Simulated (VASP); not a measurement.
# H4CO in VASP: notebook, part 2 of 2

VASP 6.6.1. The steps go on from the part before.

## (4) Single point, PBE+D3(BJ)

INCAR

```
ALGO = Normal
EDIFF = 1E-6
ENCUT = 520
GGA = PE
ISIF = 2
ISMEAR = -1
IVDW = 12
LASPH = T
LCHARG = F
LREAL = Auto
LWAVE = F
NBANDS = 66
NELM = 100
PREC = Accurate
SIGMA = 0.02
```

KPOINTS

```
k-points
0
Gamma
  1 1 1
```

POSCAR

```
H4CO
1.0
    8.0548320000      0.0000000000      0.0000000000
    0.0000000000      8.0548320000      0.0000000000
    0.0000000000      0.0000000000      8.0548320000
C O H
6 6 24
Direct
    0.6854891573      0.5700677556      0.5818495035
    0.4450496298      0.2127294523      0.1765648247
    0.0283432355      0.0204101091      0.7468808785
    0.1078855524      0.5232014771      0.2974984457
    0.3076041809      0.4817853433      0.7552609415
    0.8893791950      0.9046743619      0.3001676509
    0.6868175525      0.3929690899      0.5560264944
    0.3074303722      0.0959548256      0.1943305584
    0.0108382149     -0.1556829491      0.7750254754
    0.2051563583      0.5189928232      0.1483705681
    0.2802417232      0.6421238829      0.8264728551
    0.8229221913      0.8024375927      0.1756833662
    0.7311884345      0.6119059963      0.7037514873
    0.7350370560      0.3335140944      0.6520558095
    0.7617291087      0.6268535458      0.4917917593
    0.5586708699      0.6070641821      0.5713092464
    0.4095926520      0.3389766540      0.2006994063
    0.3491692937     -0.0141033357      0.2104451092
    0.5456972908      0.1863974320      0.2629105114
    0.4864036891      0.2289557374      0.0492623558
   -0.0871278259      0.0806472438      0.7629209399
    0.1201018221     -0.2135488363      0.7728156217
    0.1101202359      0.0609447844      0.8515013100
    0.0883693167      0.0514349648      0.6282812602
    0.1400401647      0.6335327664      0.3676923367
    0.1767386334      0.4264148526      0.0784994647
   -0.0199631724      0.5288999199      0.2626870430
    0.1308034730      0.4160980639      0.3765938259
    0.4186182902      0.4785202224      0.6776056906
    0.2815949482      0.6348735765      0.9502867347
    0.3229738373      0.3902626399      0.8515633846
    0.2170374255      0.4478926438      0.6577790822
    0.8594468513      0.8558341130      0.4232118063
    0.8791617255      0.8389498378      0.0743528853
    1.0302759884      0.9049599048      0.2879513812
    0.8329161924      1.0232863950      0.2883486583
```

Potentials or basis: VASP PAW PBE potentials, release 64 (C, O, H).

On the command line:

```console
$ cat potpaw_PBE.64/C/POTCAR potpaw_PBE.64/O/POTCAR potpaw_PBE.64/H/POTCAR > POTCAR
$ mpirun -np 1 vasp_gam > vasp.out
```

OUTCAR:

```text
EDIFF = 1E-6
   ENCUT = 520
   GGA = PE
   ISIF = 2
   ISMEAR = -1
   IVDW = 12
   LASPH = T
   LREAL = Auto
   NELM = 100
   PREC = Accurate
 IVDW          = 12

 ion  position               nearest neighbor table
   1  0.685  0.570  0.582-  15 1.05  16 1.07  13 1.10   7 1.44
   2  0.445  0.213  0.177-  17 1.07  20 1.09  19 1.09   8 1.46
   3  0.028  0.020  0.747-  21 1.06  24 1.10  23 1.12   9 1.44
   4  0.108  0.523  0.297-  27 1.07  25 1.08  28 1.09  10 1.43
   5  0.308  0.482  0.755-  31 1.08  29 1.09  32 1.11  11 1.43
   6  0.889  0.905  0.300-  36 1.06  33 1.09  35 1.14  12 1.40
   7  0.687  0.393  0.556-  14 0.99   1 1.44
   8  0.307  0.096  0.194-  18 0.96   2 1.46
   9  0.011  0.844  0.775-  22 1.00   3 1.44
  10  0.205  0.519  0.148-  26 0.96   4 1.43
  11  0.280  0.642  0.826-  30 1.00   5 1.43
  12  0.823  0.802  0.176-  34 0.98   6 1.40
  13  0.731  0.612  0.704-   1 1.10
  14  0.735  0.334  0.652-   7 0.99
  15  0.762  0.627  0.492-   1 1.05
  16  0.559  0.607  0.571-   1 1.07
  17  0.410  0.339  0.201-   2 1.07
  18  0.349  0.986  0.210-   8 0.96
[... 16 lines left out ...]
  35  0.030  0.905  0.288-   6 1.14
  36  0.833  0.023  0.288-   6 1.06

  LATTYP: Found a simple cubic cell.
 ALAT       =     8.0548320000

  Lattice vectors:

 A1 = (   8.0548320000,   0.0000000000,   0.0000000000)
 A2 = (   0.0000000000,   8.0548320000,   0.0000000000)
 A3 = (   0.0000000000,   0.0000000000,   8.0548320000)

Analysis of symmetry for initial positions (statically):
=====================================================================
 Subroutine PRICEL returns:
 Original cell was already a primitive cell.

 Routine SETGRP: Setting up the symmetry group for a
 simple cubic supercell.

 Subroutine GETGRP returns: Found  1 space group operations
 (whereof  1 operations were pure point group operations)
 out of a pool of 48 trial point group operations.

The static configuration has the point symmetry C_1 .

Analysis of symmetry for dynamics (positions and initial velocities):
=====================================================================
 Subroutine PRICEL returns:
 Original cell was already a primitive cell.

 Routine SETGRP: Setting up the symmetry group for a
 simple cubic supercell.

 Subroutine GETGRP returns: Found  1 space group operations
 (whereof  1 operations were pure point group operations)
 out of a pool of 48 trial point group operations.

The dynamic configuration has the point symmetry C_1 .

 Subroutine INISYM returns: Found  1 space group operations
 (whereof  1 operations are pure point group operations),
 and found     1 'primitive' translations

----------------------------------------------------------------------------------------

                                     Primitive cell

  volume of cell :     522.6001

  direct lattice vectors                    reciprocal lattice vectors
     8.054832000  0.000000000  0.000000000     0.124149082  0.000000000  0.000000000
     0.000000000  8.054832000  0.000000000     0.000000000  0.124149082  0.000000000
     0.000000000  0.000000000  8.054832000     0.000000000  0.000000000  0.124149082

  length of vectors
     8.054832000  8.054832000  8.054832000     0.124149082  0.124149082  0.124149082

  position of ions in fractional coordinates (direct lattice)
     0.685489157  0.570067756  0.581849504
     0.445049630  0.212729452  0.176564825
     0.028343236  0.020410109  0.746880879
     0.107885552  0.523201477  0.297498446
     0.307604181  0.481785343  0.755260941
     0.889379195  0.904674362  0.300167651
[... 28 lines left out ...]
     0.030275988  0.904959905  0.287951381
     0.832916192  0.023286395  0.288348658

  ion indices of the primitive-cell ions
   primitive index   ion index
                 1           1
                 2           2
                 3           3
                 4           4
                 5           5
                 6           6
[... 28 lines left out ...]
                35          35
                36          36

----------------------------------------------------------------------------------------

 KPOINTS: k-points

Automatic generation of k-mesh.
 Grid dimensions read from file:
 generate k-points for:    1    1    1

 Generating k-lattice:

  Cartesian coordinates                     Fractional coordinates (reciprocal lattice)
     0.124149082  0.000000000  0.000000000     1.000000000  0.000000000  0.000000000
     0.000000000  0.124149082  0.000000000     0.000000000  1.000000000  0.000000000
     0.000000000  0.000000000  0.124149082     0.000000000  0.000000000  1.000000000

  Length of vectors
     0.124149082  0.124149082  0.124149082

  Shift w.r.t. Gamma in fractional coordinates (k-lattice)
     0.000000000  0.000000000  0.000000000

 Subroutine IBZKPT returns following result:
 ===========================================

 Found      1 irreducible k-points:

 Following reciprocal coordinates:
            Coordinates               Weight
  0.000000  0.000000  0.000000      1.000000
   k-points           NKPTS =      1   k-points in BZ     NKDIM =      1   number of bands    NBANDS=     66
   number of dos      NEDOS =    301   number of ions     NIONS =     36
   total plane-waves  NPLWV = 216000
   dimension x,y,z NGX =    60 NGY =   60 NGZ =   60
   dimension x,y,z NGXF=   120 NGYF=  120 NGZF=  120
   ions per type =               6   6  24
   NGX,Y,Z   is equivalent  to a cutoff of  12.38, 12.38, 12.38 a.u.
   NGXF,Y,Z  is equivalent  to a cutoff of  24.77, 24.77, 24.77 a.u.
 SYSTEM =  unknown system
   PREC   = accura    normal or accurate (medium, high low for compatibility)
   ISTART =      0    job   : 0-new  1-cont  2-samecut
   ICHARG =      2    charge: 1-file 2-atom 10-const
   ISPIN  =      1    spin polarized calculation?
   LNONCOLLINEAR =      F non collinear calculations
   LSORBIT =      F    spin-orbit coupling
   LASPH  =      T    aspherical Exc in radial PAW
   ENCUT  =  520.0 eV  38.22 Ry    6.18 a.u.  14.98 14.98 14.98*2*pi/ulx,y,z
   NELM   =    100;   NELMIN=  2; NELMDL= -5     # of ELM steps
   EDIFF  = 0.1E-05   stopping-criterion for ELM
   LREAL  =      T    real-space projection
   EDIFFG = 0.1E-04   stopping-criterion for IOM
   NSW    =      0    number of steps for IOM
   IBRION =     -1    ionic relax: 0-MD 1-quasi-New 2-CG
   NFREE  =      0    steps in history (QN), initial steepest desc. (CG)
   ISIF   =      2    stress and relaxation
   ISYM   =      2    0-nonsym 1-usesym 2-fastsym
   POTIM  = 0.5000    time-step for ionic-motion
   TEBEG  =    0.0;   TEEND  =   0.0 temperature during run
   PSTRESS=    0.0 pullay stress
   NELECT =      84.0000    total number of electrons
   NUPDOWN=      -1.0000    fix difference up-down
   EMIN   =  10.00;   EMAX   =-10.00  energy-range for DOS
   EFERMI =   0.00;   METHOD = LEGACY
   ISMEAR =    -1;   SIGMA  =   0.02  broadening in eV -4-tet -1-fermi 0-gaus
   EFERMI_NEDOS =   21; number of points for ismear=-14 and -15
   IALGO  =     38    algorithm
   IMIX   =      4    mixing-type and parameters
     AMIX     =   0.40;   BMIX     =  1.00
     AMIX_MAG =   1.60;   BMIX_MAG =  1.00
  volume/ion in A,a.u.               =      14.52        97.96
  Fermi-wavevector in a.u.,A,eV,Ry     =   0.890112  1.682068 10.779893  0.792300
  Thomas-Fermi vector in A             =   2.011761
   LORBIT       =      0    0 simple, 1 ext, 2 COOP (PROOUT), +10 PAW based schemes
   GGA     = PE    functional components
   LHFCALC =     F    Hartree Fock is set to
   AEXX    =    0.0000 exact exchange contribution
   IVDW    =    12    specifies the selected vdW correction
   LEPSILON=     F    determine dielectric tensor
   LRPA    =     F    only Hartree local field effects (RPA)
 non-spin polarized calculation
  energy-cutoff  :      520.00
  volume of cell :      522.60
 maximum number of plane-waves:      6999
 NGX is ok and might be reduce to    60
   NGX = 29   NGY = 29   NGZ = 29

 number of electron      84.0000002 magnetization

 Free energy of the ion-electron system (eV)
  ---------------------------------------------------
  ext. energy  EPLUGINS =         0.00000000
  ---------------------------------------------------
  free energy    TOTEN  =      -181.27265234 eV

  energy without entropy =     -181.27265234  energy(sigma->0) =     -181.27265234

 E-fermi :  -3.1286     XC(G=0):  -5.4032

 val. band max:       -3.6560771420   @ k =   0.0000   0.0000   0.0000
 cond. band min:       0.6435150967   @ k =   0.0000   0.0000   0.0000
 fundamental gap:      4.2995922387
 Fermi energy:        -3.1285846183

 k-point     1 :       0.0000    0.0000    0.0000
  band No.  band energies     occupation
      1     -23.7038      2.00000
      2     -23.2870      2.00000
      3     -23.1650      2.00000
      4     -23.0677      2.00000
      5     -22.9662      2.00000
      6     -22.4799      2.00000
[... 46 lines left out ...]
     53       3.8228      0.00000
     54       4.0474      0.00000
 [bands above 54 left out]

------------------------ aborting loop because EDIFF is reached ----------------------------------------

 Edisp (eV)   -0.93953

 E8    (eV) :    -0.2018

  FORCE on cell =-STRESS in cart. coord.  units (eV):
  Direction    XX          YY          ZZ          XY          YZ          ZX
  --------------------------------------------------------------------------------------
  -------------------------------------------------------------------------------------
  Total       4.27719     3.36367    -1.60208    -1.01922     0.43517    -0.61534
  in kB      13.11293    10.31226    -4.91163    -3.12472     1.33415    -1.88650
  external pressure =        6.17 kB  Pullay stress =        0.00 kB

 VOLUME and BASIS-vectors are now :
 -----------------------------------------------------------------------------
  energy-cutoff  :      520.00
  volume of cell :      522.60
      direct lattice vectors                 reciprocal lattice vectors
     8.054832000  0.000000000  0.000000000     0.124149082  0.000000000  0.000000000
     0.000000000  8.054832000  0.000000000     0.000000000  0.124149082  0.000000000
     0.000000000  0.000000000  8.054832000     0.000000000  0.000000000  0.124149082

 POSITION                                       TOTAL-FORCE (eV/Angst)
 -----------------------------------------------------------------------------------
      5.52150      4.59180      4.68670         0.209276     -0.902446      1.216778
      3.58480      1.71350      1.42220        -0.146222     -0.584365      0.168843
      0.22830      0.16440      6.01600         2.374025     -1.196510      1.260686
      0.86900      4.21430      2.39630         0.304596     -0.294478     -0.312438
      2.47770      3.88070      6.08350         0.205040      0.271263     -0.913101
      7.16380      7.28700      2.41780         1.601446     -0.692302      0.361345
[... 28 lines left out ...]
      0.24387      7.28930      2.31940        -0.969178      0.520723      0.309472
      6.70900      0.18757      2.32260        -0.026352      1.553115      0.151692
 -----------------------------------------------------------------------------------
    total drift:                               -0.010976      0.022139      0.002028

  FREE ENERGIE OF THE ION-ELECTRON SYSTEM (eV)
  ---------------------------------------------------
  free  energy   TOTEN  =      -182.2121834215 eV

  energy  without entropy=     -182.2121834215  energy(sigma->0) =     -182.21218342
```

It took 68 s on 1 thread of Intel Xeon 6975P-C, shared host; peak memory 0.44 GiB.

Results:

```
Free energy                : -182.2122 eV
Pressure                   : 0.6 GPa
Largest force              : 2.942 eV/Å
Band gap on the k mesh     : 4.30 eV
Dispersion energy per atom : -0.026 eV
```

Forces in eV/Å, atoms in the order of the input:
```
C    0.209 -0.902  1.217
C   -0.146 -0.584  0.169
C    2.374 -1.197  1.261
C    0.305 -0.294 -0.312
C    0.205  0.271 -0.913
C    1.601 -0.692  0.361
O    0.463 -0.750  0.669
O   -0.054  1.578 -0.216
O   -0.567 -0.055 -0.479
O    0.799  0.850  0.020
O    0.033  0.285  0.467
O   -0.195 -0.677 -0.891
H    0.006 -0.275  0.060
H   -0.298  0.650 -0.638
H    0.705  0.657 -1.178
H   -0.812  0.722 -0.293
H   -0.923  0.476  0.775
H    0.531 -0.539  0.000
H    0.352 -0.267 -0.035
H    0.461 -0.812 -0.651
H   -1.382  0.411 -0.091
H   -0.276  0.250  0.123
H   -0.120  0.560 -0.510
H   -0.167  0.014 -0.130
H    0.211  0.388 -0.012
H   -0.462 -0.527  0.100
H   -1.089  0.089  0.059
H    0.116 -0.445  0.110
H    0.528  0.166  0.402
H   -0.179 -0.151 -0.844
H   -0.192 -0.717  0.278
H   -0.683  0.041  0.753
H   -0.077 -0.197  0.100
H   -0.283 -0.399 -0.194
H   -0.969  0.521  0.309
H   -0.026  1.553  0.152
```

Caveat: the k points lie up to 0.78 Å⁻¹ apart.
